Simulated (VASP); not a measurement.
# Al (Fd-3m) in VASP: notebook, part 2 of 2

VASP 6.6.1. The steps go on from the part before.

## (4) Single point, LDA

This run uses another cell than the first one, of 19.97 Å³/atom, 1.287 times its volume.

INCAR

```
SYSTEM = Al
PREC = Accurate
ENCUT = 520
EDIFF = 1E-6
ISMEAR = 1
SIGMA = 0.1
LREAL = .FALSE.
LASPH = .TRUE.
NELM = 80
ALGO = Normal
ISIF = 2
LWAVE = .FALSE.
LCHARG = .FALSE.
GGA = CA
NBANDS = 10
```

KPOINTS

```
regular mesh
0
G
  6 6 6
  0 0 0
```

POSCAR

```
Al
1.0
    0.0000000000      2.7129304654      2.7129304654
    2.7129304654      0.0000000000      2.7129304654
    2.7129304654      2.7129304654      0.0000000000
Al
2
Direct
    0.0000000000      0.0000000000      0.0000000000
    0.2500000000      0.2500000000      0.2500000000
```

Potentials or basis: VASP PAW LDA potentials, release 64 (Al).

On the command line:

```bash
$ cat potpaw_LDA.64/Al/POTCAR > POTCAR
$ mpirun -np 1 vasp_std > vasp.out
```

OUTCAR:

```text
SYSTEM = Al
   PREC = Accurate
   ENCUT = 520
   EDIFF = 1E-6
   ISMEAR = 1
   LREAL = .FALSE.
   LASPH = .TRUE.
   NELM = 80
   ISIF = 2
   GGA = CA

 ion  position               nearest neighbor table
   1  0.000  0.000  0.000-   2 2.35   2 2.35   2 2.35   2 2.35
   2  0.250  0.250  0.250-   1 2.35   1 2.35   1 2.35   1 2.35

  LATTYP: Found a face centered cubic cell.
 ALAT       =     5.4258609308

  Lattice vectors:

 A1 = (   0.0000000000,   2.7129304654,   2.7129304654)
 A2 = (   2.7129304654,   0.0000000000,   2.7129304654)
 A3 = (   2.7129304654,   2.7129304654,   0.0000000000)

Analysis of symmetry for initial positions (statically):
=====================================================================
 Subroutine PRICEL returns:
 Original cell was already a primitive cell.

 Routine SETGRP: Setting up the symmetry group for a
 face centered cubic supercell.

 Subroutine GETGRP returns: Found 48 space group operations
 (whereof 24 operations were pure point group operations)
 out of a pool of 48 trial point group operations.

The static configuration has the point symmetry T_d .
 The point group associated with its full space group is O_h .

[... 161 lines left out ...]
  band No.  band energies     occupation
      1      -4.3694      2.00000
      2       7.7710      0.00000
      3       7.7710      0.00000
      4       7.7710      0.00000
      5       9.6024      0.00000
      6       9.6024      0.00000
      7       9.6024      0.00000
      8      13.5838      0.00000
      9      13.6698      0.00000
     10      13.6698      0.00000
[... 183 lines left out ...]
 k-point    16 :      -0.3333    0.5000    0.1667
  band No.  band energies     occupation
      1       0.4396      2.00000
      2       0.4396      2.00000
      3       3.2493      2.00000
      4       3.2493      2.00000
      5       9.3949      0.00000
      6       9.3949      0.00000
      7      13.8031      0.00000
      8      13.8031      0.00000
      9      17.8615      0.00000
     10      17.8615      0.00000

------------------------ aborting loop because EDIFF is reached ----------------------------------------

  FORCE on cell =-STRESS in cart. coord.  units (eV):
  Direction    XX          YY          ZZ          XY          YZ          ZX
  --------------------------------------------------------------------------------------
  -------------------------------------------------------------------------------------
  Total        5.0149081      5.0149081      5.0149081     -0.0000000      0.0000000      0.0000000
  in kB      201.1998146    201.1998146    201.1998146     -0.0000000      0.0000000      0.0000000
  external PRESSURE =     201.1998146 kB  Pullay stress =       0.0000000 kB

 VOLUME and BASIS-vectors are now :
 -----------------------------------------------------------------------------
  energy-cutoff  :      520.00
  volume of cell :       39.93
      direct lattice vectors                 reciprocal lattice vectors
     0.000000000  2.712930465  2.712930465    -0.184302549  0.184302549  0.184302549
     2.712930465  0.000000000  2.712930465     0.184302549 -0.184302549  0.184302549
     2.712930465  2.712930465  0.000000000     0.184302549  0.184302549 -0.184302549

 POSITION                                       TOTAL-FORCE (eV/Angst)
 -----------------------------------------------------------------------------------
      0.00000      0.00000      0.00000         0.000000      0.000000      0.000000
      1.35647      1.35647      1.35647        -0.000000     -0.000000     -0.000000
 -----------------------------------------------------------------------------------
    total drift:                               -0.000000     -0.000000     -0.000000

  FREE ENERGIE OF THE ION-ELECTRON SYSTEM (eV)
  ---------------------------------------------------
  free  energy   TOTEN  =        -6.1170719726 eV

  energy  without entropy=       -6.1163912167  energy(sigma->0) =       -6.11684505
```

It took 5.8 s on 1 thread of AMD EPYC 9R45 (Zen 5), shared host; peak memory 0.1 GiB.

What came out:

- Free energy: -6.1171 eV
- Pressure: 20.1 GPa
- Band gap on the k mesh: zero (band 3 reaches 7.77 eV, above the bottom of band 4 at 3.25 eV)

## (5) Single point, LDA

This run uses another cell than the first one, of 26.27 Å³/atom, 1.694 times its volume.

INCAR

```
PREC = Accurate
ENCUT = 520
EDIFF = 1E-6
ISMEAR = 1
SIGMA = 0.1
LREAL = False
LASPH = True
NELM = 100
ALGO = Normal
ISIF = 2
LWAVE = False
LCHARG = True
GGA = CA
LELF = True
LVHAR = True
NBANDS = 10
```

KPOINTS

```
Automatic mesh
0
Gamma
  6 6 6
```

POSCAR

```
Al
1.0
    0.0000000000      2.9728612603      2.9728612603
    2.9728612603      0.0000000000      2.9728612603
    2.9728612603      2.9728612603      0.0000000000
Al
2
Direct
    0.0000000000      0.0000000000      0.0000000000
    0.2500000000      0.2500000000      0.2500000000
```

On the command line:

```bash
$ cat potpaw_LDA.64/Al/POTCAR > POTCAR
$ mpirun -np 1 vasp_std > vasp.out
```

Run time: 6.9 s. Hardware: 1 thread of AMD EPYC 9R45 (Zen 5), shared host; peak memory 0.11 GiB.

It converged, with:

```yaml
Free_energy: -6.7529 eV
Pressure: 0.0 GPa
Band_gap_on_the_k_mesh: zero (band 3 reaches 5.12 eV, above the bottom of band 4 at 1.68 eV)
```

Levels at points of the mesh, in eV from the Fermi level:
| k point | band 1 | band 2 | band 3 | band 4 | band 5 | band 6 |
| --- | --- | --- | --- | --- | --- | --- |
| (0.00, 0.00, 0.00) | -8.03 | 2.22 | 2.22 | 2.22 | 4.06 | 4.06 |
| (0.50, 0.00, 0.00) | -5.92 | -3.94 | 1.17 | 1.17 | 3.38 | 4.47 |
| (0.50, 0.50, 0.00) | -4.40 | -4.40 | -0.38 | -0.38 | 2.11 | 2.11 |

## (6) Summary

```tsv
cell	gap on the mesh (eV)	pressure (GPa)
a = 3.527 Å, angles 60.0°, 2 atoms	none	60.5
a = 3.653 Å, angles 60.0°, 2 atoms	none	40.3
a = 3.837 Å, angles 60.0°, 2 atoms	none	20.1
a = 4.204 Å, angles 60.0°, 2 atoms	none	0.0
```

Alike in all rows: task single point; level LDA; potentials or basis VASP PAW LDA potentials, release 64 (Al); no spin polarisation; k mesh 6 × 6 × 6; cutoff (eV) 520; smearing methfessel-paxton 0.1 eV.

Caveats: some runs use coarse meshes.

Total energies depend on the potentials used, so only differences within one code and one set of settings carry meaning.
